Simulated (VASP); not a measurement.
Wanted: the native input for a VASP 6.6.1 run.

```yaml
Task: single point
Functional: PBEsol
Potentials_or_basis: VASP PAW PBE potentials, release 64 (W_sv)
Cutoff: 500 eV
k_mesh: 13 × 13 × 13
Occupations: fermi-dirac, width 0.1 eV
Spin: no spin polarisation
Dipole_correction: no
Further_INCAR_settings: ALGO = Normal; EDIFF = 1e-06; NBANDS = 21
```

The structure of W lies in POSCAR:

```
W
1.0
    0.0000000000      2.5642546661      2.5642546661
    2.5642546661      0.0000000000      2.5642546661
    2.5642546661      2.5642546661      0.0000000000
W
2
Direct
   -0.1250000000     -0.1250000000     -0.1250000000
    0.1250000000      0.1250000000      0.1250000000
```

One way to write it, as run:

INCAR

```
ALGO = Normal
EDIFF = 1E-6
ENCUT = 500
GGA = PS
GGA_COMPAT = F
ISIF = 2
ISMEAR = -1
LASPH = T
LCHARG = F
LREAL = F
LWAVE = F
NBANDS = 21
NELM = 120
PREC = Accurate
SIGMA = 0.1
```

KPOINTS

```
k-points
0
Gamma
  13 13 13
```

Potentials or basis: VASP PAW PBE potentials, release 64 (W_sv).

Run with:

```console
$ cat potpaw_PBE.64/W_sv/POTCAR > POTCAR
$ mpirun -np 1 vasp_std > vasp.out
```

Results of the run:

```yaml
Pressure: 93.8 GPa
Band_gap_on_the_k_mesh: zero (band 14 reaches 10.13 eV, above the bottom of band 15 at 9.07 eV)
```

Caveat: the PAW data sets were made with another functional, which shifts forces and pressure a little; spin-orbit coupling is left out, which moves the levels of the heavy elements.

It took 26 s on 1 thread of AMD EPYC 9R45 96-Core Processor (Zen 5), on a shared host, peak memory 0.15 GiB.
